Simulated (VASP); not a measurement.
# AlCo (rocksalt type) (Fm-3m) in VASP: a series of runs, part 2 of 3

VASP 6.6.1. The steps go on from the part before.

**3. Single point, PBE**

Contents of INCAR:

```
PREC = Accurate
ENCUT = 520
EDIFF = 1E-7
ISMEAR = -1
SIGMA = 0.08
LREAL = False
LASPH = True
NELM = 60
ALGO = Normal
ISIF = 2
LWAVE = False
LCHARG = False
GGA = PE
NBANDS = 13
```

Contents of KPOINTS:

```
Automatic mesh
0
Gamma
  15 15 15
```

Contents of POSCAR:

```
AlCo
1.0
    0.0000000000      2.2040486074      2.2040486074
    2.2040486074      0.0000000000      2.2040486074
    2.2040486074      2.2040486074      0.0000000000
Co Al
1 1
Direct
    0.0000000000      0.0000000000      0.0000000000
    0.5000000000      0.5000000000      0.5000000000
```

Potentials or basis: VASP PAW PBE potentials, release 64 (Co, Al).

Started as:

```bash
cat potpaw_PBE.64/Co/POTCAR potpaw_PBE.64/Al/POTCAR > POTCAR
mpirun -np 1 vasp_std > vasp.out
```

OUTCAR:

```text
PREC = Accurate
   ENCUT = 520
   EDIFF = 1E-7
   ISMEAR = -1
   LREAL = False
   LASPH = True
   NELM = 60
   ISIF = 2
   GGA = PE

 ion  position               nearest neighbor table
   1  0.000  0.000  0.000-   2 2.20   2 2.20   2 2.20   2 2.20   2 2.20   2 2.20
   2  0.500  0.500  0.500-   1 2.20   1 2.20   1 2.20   1 2.20   1 2.20   1 2.20

  LATTYP: Found a face centered cubic cell.
 ALAT       =     4.4080972148

  Lattice vectors:

 A1 = (   0.0000000000,   2.2040486074,   2.2040486074)
 A2 = (   2.2040486074,   0.0000000000,   2.2040486074)
 A3 = (   2.2040486074,   2.2040486074,   0.0000000000)

Analysis of symmetry for initial positions (statically):
=====================================================================
 Subroutine PRICEL returns:
 Original cell was already a primitive cell.

 Routine SETGRP: Setting up the symmetry group for a
 face centered cubic supercell.

 Subroutine GETGRP returns: Found 48 space group operations
 (whereof 48 operations were pure point group operations)
 out of a pool of 48 trial point group operations.

The static configuration has the point symmetry O_h .

Analysis of symmetry for dynamics (positions and initial velocities):
=====================================================================
 Subroutine PRICEL returns:
 Original cell was already a primitive cell.

 Routine SETGRP: Setting up the symmetry group for a
 face centered cubic supercell.

 Subroutine GETGRP returns: Found 48 space group operations
 (whereof 48 operations were pure point group operations)
 out of a pool of 48 trial point group operations.

The dynamic configuration has the point symmetry O_h .

 Subroutine INISYM returns: Found 48 space group operations
 (whereof 48 operations are pure point group operations),
 and found     1 'primitive' translations

----------------------------------------------------------------------------------------

                                     Primitive cell

  volume of cell :      21.4138

  direct lattice vectors                    reciprocal lattice vectors
     0.000000000  2.204048607  2.204048607    -0.226855251  0.226855251  0.226855251
     2.204048607  0.000000000  2.204048607     0.226855251 -0.226855251  0.226855251
     2.204048607  2.204048607  0.000000000     0.226855251  0.226855251 -0.226855251

  length of vectors
     3.116995433  3.116995433  3.116995433     0.392924821  0.392924821  0.392924821

  position of ions in fractional coordinates (direct lattice)
     0.000000000  0.000000000  0.000000000
     0.500000000  0.500000000  0.500000000

  ion indices of the primitive-cell ions
   primitive index   ion index
                 1           1
                 2           2

----------------------------------------------------------------------------------------

 KPOINTS: Automatic mesh

Automatic generation of k-mesh.
 Grid dimensions read from file:
 generate k-points for:   15   15   15

 Generating k-lattice:

  Cartesian coordinates                     Fractional coordinates (reciprocal lattice)
    -0.015123683  0.015123683  0.015123683     0.066666667  0.000000000  0.000000000
     0.015123683 -0.015123683  0.015123683     0.000000000  0.066666667  0.000000000
     0.015123683  0.015123683 -0.015123683     0.000000000  0.000000000  0.066666667

  Length of vectors
     0.026194988  0.026194988  0.026194988

  Shift w.r.t. Gamma in fractional coordinates (k-lattice)
     0.000000000  0.000000000  0.000000000

 Subroutine IBZKPT returns following result:
 ===========================================

 Found    120 irreducible k-points:

 Following reciprocal coordinates:
            Coordinates               Weight
  0.000000  0.000000  0.000000      1.000000
  0.066667  0.000000  0.000000      8.000000
  0.133333  0.000000  0.000000      8.000000
  0.200000  0.000000  0.000000      8.000000
  0.266667  0.000000  0.000000      8.000000
  0.333333  0.000000  0.000000      8.000000
[... 16 lines left out ...]
  0.133333  0.133333  0.000000      6.000000
  0.200000  0.133333  0.000000     24.000000
 [... further k-points ...]
   k-points           NKPTS =    120   k-points in BZ     NKDIM =    120   number of bands    NBANDS=     13
   number of dos      NEDOS =    301   number of ions     NIONS =      2
   total plane-waves  NPLWV =  13824
   dimension x,y,z NGX =    24 NGY =   24 NGZ =   24
   dimension x,y,z NGXF=    48 NGYF=   48 NGZF=   48
   ions per type =               1   1
   NGX,Y,Z   is equivalent  to a cutoff of  12.80, 12.80, 12.80 a.u.
   NGXF,Y,Z  is equivalent  to a cutoff of  25.60, 25.60, 25.60 a.u.
 SYSTEM =  unknown system
   PREC   = accura    normal or accurate (medium, high low for compatibility)
   ISTART =      0    job   : 0-new  1-cont  2-samecut
   ICHARG =      2    charge: 1-file 2-atom 10-const
   ISPIN  =      1    spin polarized calculation?
   LNONCOLLINEAR =      F non collinear calculations
   LSORBIT =      F    spin-orbit coupling
   LASPH  =      T    aspherical Exc in radial PAW
   ENCUT  =  520.0 eV  38.22 Ry    6.18 a.u.   5.80  5.80  5.80*2*pi/ulx,y,z
   NELM   =     60;   NELMIN=  2; NELMDL= -5     # of ELM steps
   EDIFF  = 0.1E-06   stopping-criterion for ELM
   LREAL  =      F    real-space projection
   EDIFFG = 0.1E-05   stopping-criterion for IOM
   NSW    =      0    number of steps for IOM
   IBRION =     -1    ionic relax: 0-MD 1-quasi-New 2-CG
   NFREE  =      0    steps in history (QN), initial steepest desc. (CG)
   ISIF   =      2    stress and relaxation
   ISYM   =      2    0-nonsym 1-usesym 2-fastsym
   POTIM  = 0.5000    time-step for ionic-motion
   TEBEG  =    0.0;   TEEND  =   0.0 temperature during run
   PSTRESS=    0.0 pullay stress
   NELECT =      12.0000    total number of electrons
   NUPDOWN=      -1.0000    fix difference up-down
   EMIN   =  10.00;   EMAX   =-10.00  energy-range for DOS
   EFERMI =   0.00;   METHOD = LEGACY
   ISMEAR =    -1;   SIGMA  =   0.08  broadening in eV -4-tet -1-fermi 0-gaus
   EFERMI_NEDOS =   21; number of points for ismear=-14 and -15
   IALGO  =     38    algorithm
   IMIX   =      4    mixing-type and parameters
     AMIX     =   0.40;   BMIX     =  1.00
     AMIX_MAG =   1.60;   BMIX_MAG =  1.00
  volume/ion in A,a.u.               =      10.71        72.25
  Fermi-wavevector in a.u.,A,eV,Ry     =   1.349701  2.550564 24.785617  1.821691
  Thomas-Fermi vector in A             =   2.477266
   LORBIT       =      0    0 simple, 1 ext, 2 COOP (PROOUT), +10 PAW based schemes
   GGA     = PE    functional components
[... 5 lines left out ...]
 non-spin polarized calculation
  energy-cutoff  :      520.00
  volume of cell :       21.41
 maximum number of plane-waves:       589
   NGX = 11   NGY = 11   NGZ = 11

 number of electron      11.9999993 magnetization

 Free energy of the ion-electron system (eV)
  ---------------------------------------------------
  ext. energy  EPLUGINS =         0.00000000
  ---------------------------------------------------
  free energy    TOTEN  =        -9.58097913 eV

  energy without entropy =       -9.56054932  energy(sigma->0) =       -9.57076422

 E-fermi :  11.6795     XC(G=0): -12.5612

 val. band max:       11.6713316810   @ k =  -0.4000   0.4000   0.0000
 cond. band min:      11.6998418968   @ k =  -0.3333   0.4667   0.1333
 fundamental gap:      0.0285102158
 Fermi energy:        11.6794980997

 k-point     1 :       0.0000    0.0000    0.0000
  band No.  band energies     occupation
      1       0.1754      2.00000
      2       9.4651      2.00000
      3       9.4651      2.00000
      4       9.4651      2.00000
      5       9.7559      2.00000
      6       9.7559      2.00000
      7      20.8347      0.00000
      8      20.8347      0.00000
      9      20.8347      0.00000
     10      23.9383      0.00000
     11      24.2837      0.00000
     12      24.2837      0.00000
     13      24.2837      0.00000
[... 353 lines left out ...]
 k-point    24 :       0.2000    0.1333    0.0000
  band No.  band energies     occupation
      1       1.1229      2.00000
      2       9.0107      2.00000
      3       9.3068      2.00000
      4       9.6350      2.00000
      5       9.7513      2.00000
      6       9.9620      2.00000
      7      17.8413      0.00000
      8      18.6201      0.00000
      9      20.8819      0.00000
     10      21.8182      0.00000
     11      22.8097      0.00000
     12      26.1769      0.00000
     13      26.4314      0.00000

 [... further k-points ...]

------------------------ aborting loop because EDIFF is reached ----------------------------------------

  FORCE on cell =-STRESS in cart. coord.  units (eV):
  Direction    XX          YY          ZZ          XY          YZ          ZX
  --------------------------------------------------------------------------------------
  -------------------------------------------------------------------------------------
  Total        6.7148762      6.7148762      6.7148762      0.0000000     -0.0000000     -0.0000000
  in kB      502.4063174    502.4063174    502.4063174      0.0000000     -0.0000000     -0.0000000
  external PRESSURE =     502.4063174 kB  Pullay stress =       0.0000000 kB

 VOLUME and BASIS-vectors are now :
 -----------------------------------------------------------------------------
  energy-cutoff  :      520.00
  volume of cell :       21.41
      direct lattice vectors                 reciprocal lattice vectors
     0.000000000  2.204048607  2.204048607    -0.226855251  0.226855251  0.226855251
     2.204048607  0.000000000  2.204048607     0.226855251 -0.226855251  0.226855251
     2.204048607  2.204048607  0.000000000     0.226855251  0.226855251 -0.226855251

 POSITION                                       TOTAL-FORCE (eV/Angst)
 -----------------------------------------------------------------------------------
      0.00000      0.00000      0.00000         0.000000      0.000000      0.000000
      2.20405      2.20405      2.20405        -0.000000      0.000000     -0.000000
 -----------------------------------------------------------------------------------
    total drift:                                0.000000     -0.000000     -0.000000

  FREE ENERGIE OF THE ION-ELECTRON SYSTEM (eV)
  ---------------------------------------------------
  free  energy   TOTEN  =        -9.5809791275 eV

  energy  without entropy=       -9.5605493182  energy(sigma->0) =       -9.57076422
```

OSZICAR:

```text
N       E                     dE             d eps       ncg     rms          rms(c)
DAV:   1     0.420385431821E+02    0.42039E+02   -0.52570E+03  3136   0.994E+02
DAV:   2    -0.836612365334E+01   -0.50405E+02   -0.46310E+02  3350   0.178E+02
DAV:   3    -0.101983656444E+02   -0.18322E+01   -0.18141E+01  3830   0.389E+01
DAV:   4    -0.102289212462E+02   -0.30556E-01   -0.30546E-01  3805   0.450E+00
DAV:   5    -0.102299000184E+02   -0.97877E-03   -0.97875E-03  3833   0.830E-01    0.981E+00
DAV:   6    -0.108987779403E+02   -0.66888E+00   -0.18733E+01  3715   0.579E+01    0.840E+00
DAV:   7    -0.959816433776E+01    0.13006E+01   -0.74661E+00  3770   0.376E+01    0.203E+00
DAV:   8    -0.958431177161E+01    0.13853E-01   -0.44618E-02  3405   0.146E+00    0.775E-01
DAV:   9    -0.958099814212E+01    0.33136E-02   -0.12137E-02  4293   0.118E+00    0.124E-01
DAV:  10    -0.958098685743E+01    0.11285E-04   -0.27015E-04  4398   0.174E-01    0.653E-02
DAV:  11    -0.958097897658E+01    0.78809E-05   -0.45620E-05  4778   0.676E-02    0.251E-02
DAV:  12    -0.958097887953E+01    0.97045E-07   -0.90043E-06  4316   0.333E-02    0.506E-03
DAV:  13    -0.958097901437E+01   -0.13484E-06   -0.64828E-08  2059   0.208E-03    0.933E-04
DAV:  14    -0.958097912139E+01   -0.10702E-06   -0.17841E-08  1870   0.881E-04    0.120E-04
DAV:  15    -0.958097912747E+01   -0.60717E-08   -0.18694E-09  1715   0.377E-04
   1 F= -.95809791E+01 E0= -.95707642E+01  d E =-.204298E-01
```

stdout:

```text
POSCAR found type information on POSCAR CoAl
 POSCAR found :  2 types and       2 ions
 scaLAPACK will be used
 LDA part: xc-table for (Slater+PW92), standard interpolation
 POSCAR, INCAR and KPOINTS ok, starting setup
 FFT: planning ... GRIDC
 FFT: planning ... GRID_SOFT
 FFT: planning ... GRID
 WAVECAR not read
 entering main loop
```

Wall time 40 s (1 thread of Intel Xeon 8259CL, shared host); peak memory 0.16 GiB.

Results:

```yaml
Free_energy: -9.5810 eV
Pressure: 50.2 GPa
Band_gap_on_the_k_mesh: zero (band 6 reaches 11.79 eV, above the bottom of band 7 at 11.67 eV)
```

(Part 2 of 3 ends here.)
